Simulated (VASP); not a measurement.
# GaP: single point with PBE

The system is GaP.

```
CELL_PARAMETERS angstrom
-2.85199 2.85199 2.79944
2.85199 -2.85199 2.79944
2.85199 2.85199 -2.79944
ATOMIC_POSITIONS crystal
Ga 0.75000 0.25000 0.50000
Ga 0.00000 0.00000 0.00000
P 0.50000 0.50000 0.00000
P 0.25000 0.75000 0.50000
```

```yaml
Program: VASP 6.6.1
Task: single point
Functional: PBE
Potentials_or_basis: VASP PAW PBE potentials, release 64 (Ga_d, P)
Cutoff: 520 eV
k_mesh: 4 × 4 × 4
Occupations: gaussian, width 0.1 eV
Spin: no spin polarisation
```

```json
{
  "Pressure": "-9.6 GPa",
  "Band gap on the k mesh": "zero (band 18 reaches 4.29 eV, above the bottom of band 19 at 3.73 eV)"
}
```

Stress tensor (GPa, compression positive):
```
 -8.19   0.00   0.00
  0.00  -8.19   0.00
  0.00   0.00 -12.46
```

Levels at points of the mesh, in eV from the Fermi level:
| k point | band 16 | band 17 | band 18 | band 19 | band 20 | band 21 |
| --- | --- | --- | --- | --- | --- | --- |
| (0.00, 0.00, 0.00) | -2.46 | -2.46 | -2.24 | -0.29 | -0.29 | 0.96 |
| (0.50, 0.00, 0.00) | -1.67 | -0.66 | -0.30 | 0.48 | 1.15 | 2.49 |
| (0.50, 0.50, 0.00) | -3.76 | -0.20 | -0.20 | 0.13 | 0.13 | 3.85 |
| (0.50, 0.50, 0.50) | -4.49 | -0.71 | -0.71 | 1.38 | 1.38 | 2.63 |

Run time: 21 s on 1 thread of Intel(R) Xeon(R) Platinum 8488C (Sapphire Rapids) (shared host), peak memory 0.23 GiB.

Caveat: the k points lie up to 0.39 Å⁻¹ apart.
